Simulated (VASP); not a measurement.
Crystal: GaHgS.

```
Ga Hg S
1.0
     4.41666    0.00000    0.00000
    -2.20833    3.82494    0.00000
     0.00000    0.00000    4.42769
Ga Hg S
1 1 1
Direct
  0.33333 0.66667 0.50000
  0.00000 0.00000 0.50000
  0.66667 0.33333 0.00000
```

```yaml
Program: VASP 6.6.1
Task: relaxation of cell and atoms
Functional: PBE
Potentials_or_basis: VASP PAW PBE potentials, release 64 (Ga_d, Hg, S)
Cutoff: 600 eV
k_mesh: 12 × 12 × 10
Occupations: gaussian, width 0.1 eV
Spin: no spin polarisation
```

At the start: pressure -0.6 GPa; volume 24.93 Å³/atom.

**Question.** Where does the relaxation end?

**Answer.** Over 7 steps the energy falls by 98.3 meV/atom and the volume is 22.87 Å³/atom (-8.3 %); space group P-6m2 (No. 187, to 0.05 Å).

Step by step:
```tsv
step	energy change (eV)	largest force (eV/Å)	pressure (GPa)	volume (Å³)
1	0.0000	0.0000	-0.62	74.80
2	-0.1723	0.0000	-1.27	73.64
3	-0.2683	0.0000	-1.55	72.14
4	-0.2818	0.0000	-1.50	71.39
5	-0.2825	0.0000	-1.49	71.24
6	-0.2946	0.0000	0.28	68.15
7	-0.2950	0.0000	-0.01	68.60
```

Final structure:
```cif
data_structure
_symmetry_space_group_name_H-M 'P 1'
_symmetry_Int_Tables_number 1
_cell_length_a 4.5841
_cell_length_b 4.5841
_cell_length_c 3.7693
_cell_angle_alpha 90.000
_cell_angle_beta 90.000
_cell_angle_gamma 120.000
_cell_volume 68.60
loop_
_atom_site_label
_atom_site_type_symbol
_atom_site_fract_x
_atom_site_fract_y
_atom_site_fract_z
_atom_site_occupancy
Ga1 Ga 0.33333 0.66667 0.50000 1
Hg1 Hg 0.00000 0.00000 0.50000 1
S1 S 0.66667 0.33333 0.00000 1
```
